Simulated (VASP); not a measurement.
# AlRu (P4mm) in VASP: a series of runs, part 2 of 3

VASP 6.6.1. Earlier steps stand in the parts before.

**3. Single point, PBEsol (all Ru atoms moved +0.075 Å, as atom 2 along Cartesian [0 0 1])**

INCAR

```
SYSTEM = AlRu
PREC = Accurate
ENCUT = 520
EDIFF = 1E-6
ISMEAR = 0
SIGMA = 0.15
LREAL = .FALSE.
LASPH = .TRUE.
NELM = 80
ALGO = Fast
ISIF = 2
LWAVE = .FALSE.
LCHARG = .TRUE.
GGA = PS
LELF = .TRUE.
LVHAR = .TRUE.
NBANDS = 16
```

KPOINTS

```
regular mesh
0
G
  20 20 20
  0 0 0
```

POSCAR

```
AlRu
1.0
    2.9764078228      0.0000000000      0.0000000000
    0.0000000000      2.9764078228      0.0000000000
    0.0000000000      0.0000000000      2.9764078228
Al Ru
1 1
Direct
    0.0000000000      0.0000000000      0.0000000000
    0.5000000000      0.5000000000      0.5251981598
```

Potentials or basis: VASP PAW PBE potentials, release 64 (Al, Ru_pv).

On the command line:

```console
$ cat potpaw_PBE.64/Al/POTCAR potpaw_PBE.64/Ru_pv/POTCAR > POTCAR
$ mpirun -np 1 vasp_std > vasp.out
```

OUTCAR:

```text
SYSTEM = AlRu
   PREC = Accurate
   ENCUT = 520
   EDIFF = 1E-6
   ISMEAR = 0
   LREAL = .FALSE.
   LASPH = .TRUE.
   NELM = 80
   ISIF = 2
   GGA = PS

 ion  position               nearest neighbor table
   1  0.000  0.000  0.000-   2 2.54   2 2.54   2 2.54   2 2.54   2 2.62   2 2.62   2 2.62   2 2.62

   2  0.500  0.500  0.525-   1 2.54   1 2.54   1 2.54   1 2.54   1 2.62   1 2.62   1 2.62   1 2.62

  LATTYP: Found a simple cubic cell.
 ALAT       =     2.9764078228

  Lattice vectors:

 A1 = (   2.9764078228,   0.0000000000,   0.0000000000)
 A2 = (   0.0000000000,   2.9764078228,   0.0000000000)
 A3 = (   0.0000000000,   0.0000000000,   2.9764078228)

Analysis of symmetry for initial positions (statically):
=====================================================================
 Subroutine PRICEL returns:
 Original cell was already a primitive cell.

 Routine SETGRP: Setting up the symmetry group for a
 simple cubic supercell.

 Subroutine GETGRP returns: Found  8 space group operations
 (whereof  8 operations were pure point group operations)
 out of a pool of 48 trial point group operations.

The static configuration has the point symmetry C_4v.

Analysis of symmetry for dynamics (positions and initial velocities):
=====================================================================
 Subroutine PRICEL returns:
 Original cell was already a primitive cell.

 Routine SETGRP: Setting up the symmetry group for a
 simple cubic supercell.

 Subroutine GETGRP returns: Found  8 space group operations
 (whereof  8 operations were pure point group operations)
 out of a pool of 48 trial point group operations.

The dynamic configuration has the point symmetry C_4v.

 Subroutine INISYM returns: Found  8 space group operations
 (whereof  8 operations are pure point group operations),
 and found     1 'primitive' translations

----------------------------------------------------------------------------------------

                                     Primitive cell

[... 112 lines left out ...]
  Fermi-wavevector in a.u.,A,eV,Ry     =   1.414269  2.672581 27.213787  2.000157
  Thomas-Fermi vector in A             =   2.535829
   LORBIT       =      0    0 simple, 1 ext, 2 COOP (PROOUT), +10 PAW based schemes
   GGA     = PS    functional components
   LHFCALC =     F    Hartree Fock is set to
   AEXX    =    0.0000 exact exchange contribution
   IVDW    =     0    specifies the selected vdW correction
   LEPSILON=     F    determine dielectric tensor
   LRPA    =     F    only Hartree local field effects (RPA)
 non-spin polarized calculation
 RMM-DIIS sequential band-by-band and
 Gauss-broadening in eV      SIGMA  =   0.15
  energy-cutoff  :      520.00
  volume of cell :       26.37
 maximum number of plane-waves:       739
 NGX is ok and might be reduce to    24
   NGX = 11   NGY = 11   NGZ = 11

 number of electron      16.9999997 magnetization

 Free energy of the ion-electron system (eV)
  ---------------------------------------------------
  ext. energy  EPLUGINS =         0.00000000
  ---------------------------------------------------
  free energy    TOTEN  =       -15.50485196 eV

  energy without entropy =      -15.48670421  energy(sigma->0) =      -15.49577808

 E-fermi :  10.8060     XC(G=0): -12.7645

 val. band max:       10.8056315435   @ k =   0.3500   0.4500   0.4500
 cond. band min:      10.8092912018   @ k =   0.2000   0.2000   0.5000
 fundamental gap:      0.0036596583
 Fermi energy:        10.8059681549

 k-point     1 :       0.0000    0.0000    0.0000
  band No.  band energies     occupation
      1     -30.9065      2.00000
      2     -30.9065      2.00000
      3     -30.9055      2.00000
      4       1.0418      2.00000
      5       7.1285      2.00000
      6       7.1332      2.00000
[... 433 lines left out ...]
      3     -30.9032      2.00000
      4       1.2847      2.00000
      5       7.2167      2.00000
      6       7.2182      2.00000
[... 8 lines left out ...]
     15      22.8108      0.00000
     16      26.8762      0.00000

 [... further k-points ...]

------------------------ aborting loop because EDIFF is reached ----------------------------------------

  FORCE on cell =-STRESS in cart. coord.  units (eV):
  Direction    XX          YY          ZZ          XY          YZ          ZX
  --------------------------------------------------------------------------------------
  -------------------------------------------------------------------------------------
  Total        0.1070406      0.1070406      0.0277000      0.0000000     -0.0000000      0.0000000
  in kB        6.5040220      6.5040220      1.6831128      0.0000000     -0.0000000      0.0000000
  external PRESSURE =       4.8970523 kB  Pullay stress =       0.0000000 kB

 VOLUME and BASIS-vectors are now :
 -----------------------------------------------------------------------------
  energy-cutoff  :      520.00
  volume of cell :       26.37
      direct lattice vectors                 reciprocal lattice vectors
     2.976407823  0.000000000  0.000000000     0.335975464  0.000000000  0.000000000
     0.000000000  2.976407823  0.000000000     0.000000000  0.335975464  0.000000000
     0.000000000  0.000000000  2.976407823     0.000000000  0.000000000  0.335975464

 POSITION                                       TOTAL-FORCE (eV/Angst)
 -----------------------------------------------------------------------------------
      0.00000      0.00000      0.00000         0.000000      0.000000      0.611686
      1.48820      1.48820      1.56320         0.000000     -0.000000     -0.611686
 -----------------------------------------------------------------------------------
    total drift:                                0.000000     -0.000000      0.000580

  FREE ENERGIE OF THE ION-ELECTRON SYSTEM (eV)
  ---------------------------------------------------
  free  energy   TOTEN  =       -15.5048519553 eV

  energy  without entropy=      -15.4867042125  energy(sigma->0) =      -15.49577808
```

OSZICAR:

```text
N       E                     dE             d eps       ncg     rms          rms(c)
DAV:   1     0.115490546582E+03    0.11549E+03   -0.91396E+03 23776   0.990E+02
DAV:   2    -0.144124152714E+02   -0.12990E+03   -0.12382E+03 27176   0.294E+02
DAV:   3    -0.162884569211E+02   -0.18760E+01   -0.18703E+01 29872   0.368E+01
DAV:   4    -0.163020327817E+02   -0.13576E-01   -0.13555E-01 29136   0.329E+00
DAV:   5    -0.163022211929E+02   -0.18841E-03   -0.18815E-03 28200   0.372E-01    0.136E+01
RMM:   6    -0.156014981135E+02    0.70072E+00   -0.23162E+00 23892   0.118E+01    0.241E+00
RMM:   7    -0.155232867575E+02    0.78211E-01   -0.13920E-01 24660   0.304E+00    0.206E+00
RMM:   8    -0.155051705210E+02    0.18116E-01   -0.17496E-02 25727   0.933E-01    0.203E-01
RMM:   9    -0.155048604069E+02    0.31011E-03   -0.13677E-03 26754   0.307E-01    0.133E-01
RMM:  10    -0.155048514261E+02    0.89808E-05   -0.20484E-04 28139   0.132E-01    0.407E-02
RMM:  11    -0.155048530819E+02   -0.16558E-05   -0.55172E-05 27823   0.642E-02    0.228E-02
RMM:  12    -0.155048515745E+02    0.15074E-05   -0.13997E-05 28553   0.316E-02    0.163E-02
RMM:  13    -0.155048519553E+02   -0.38082E-06   -0.28870E-06 22486   0.142E-02
   1 F= -.15504852E+02 E0= -.15495778E+02  d E =-.181477E-01
```

Wall time 3.7 min (1 thread of AMD EPYC 9R14 (Zen 4), shared host); peak memory 0.36 GiB.

What came out:

```
Free energy            : -15.5049 eV
Pressure               : 0.5 GPa
Largest force          : 0.612 eV/Å
Band gap on the k mesh : zero (an odd number of electrons rules out a gap without spin polarisation)
```

Forces on the atoms (eV/Å):
```
Al   0.000  0.000  0.612
Ru   0.000  0.000 -0.612
```

Caveat: the cell differs from its parent crystal (all Ru atoms moved +0.075 Å, as atom 2 along Cartesian [0 0 1]); the PAW data sets were made with another functional, which shifts forces and pressure a little.

(Part 2 of 3 ends here.)
